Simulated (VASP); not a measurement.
Here is a VASP 6.6.1 calculation.

Contents of INCAR:

```
PREC     = Accurate       # precision mode
ENCUT    = 520            # plane-wave cutoff, eV
EDIFF    = 1E-6           # SCF threshold, eV
ISMEAR   = 0              # smearing method
SIGMA    = 0.05           # smearing width, eV
LREAL    = False          # projectors in reciprocal space
LASPH    = True           # aspherical terms in the spheres
NELM     = 80             # most SCF steps
ALGO     = Normal         # electronic algorithm
ISIF     = 2              # what is computed and relaxed
LWAVE    = False          # write WAVECAR
LCHARG   = False          # write CHGCAR
GGA      = CA             # functional
NBANDS   = 35             # bands
```

KPOINTS

```
Automatic mesh
0
Gamma
  9 9 2
```

POSCAR

```
WSe2
1.0
    3.2486079436      0.0000000000      0.0000000000
   -1.6243039718      2.8133770061      0.0000000000
    0.0000000000      0.0000000000     23.6283233151
W Se
2 4
Direct
    0.4688109733      0.3333333333      0.1354666708
    0.5155267148      0.6666666667      0.8645333292
    0.1671082888      0.6666666667      0.2058884835
    0.8458354629      0.3333333333      0.9351101390
    0.1721378258      0.6666666667      0.0648898610
    0.8513793945      0.3333333333      0.7941115165
```

Potentials or basis: VASP PAW LDA potentials, release 64 (W_sv, Se).

Command:

```sh
$ cat potpaw_LDA.64/W_sv/POTCAR potpaw_LDA.64/Se/POTCAR > POTCAR
$ mpirun -np 1 vasp_std > vasp.out
```

Task: Predict the largest force.

Result: 2.204 eV/Å.

Task: Estimate the band gap on the k mesh.

Result: 1.25 eV (least direct gap 1.71 eV).

Forces in eV/Å, atoms in the order of the input:
```
W    2.203 -0.047  0.051
W   -0.059 -0.031 -0.018
Se  -1.020  0.026  0.242
Se   0.031 -0.093 -0.117
Se  -1.089  0.146 -0.044
Se  -0.066 -0.002 -0.115
```

Caveat: the cell differs from its parent crystal (atoms displaced along several vibrational modes); there is no dipole correction, which matters where the two faces differ; spin-orbit coupling is left out, which moves the levels of the heavy elements.
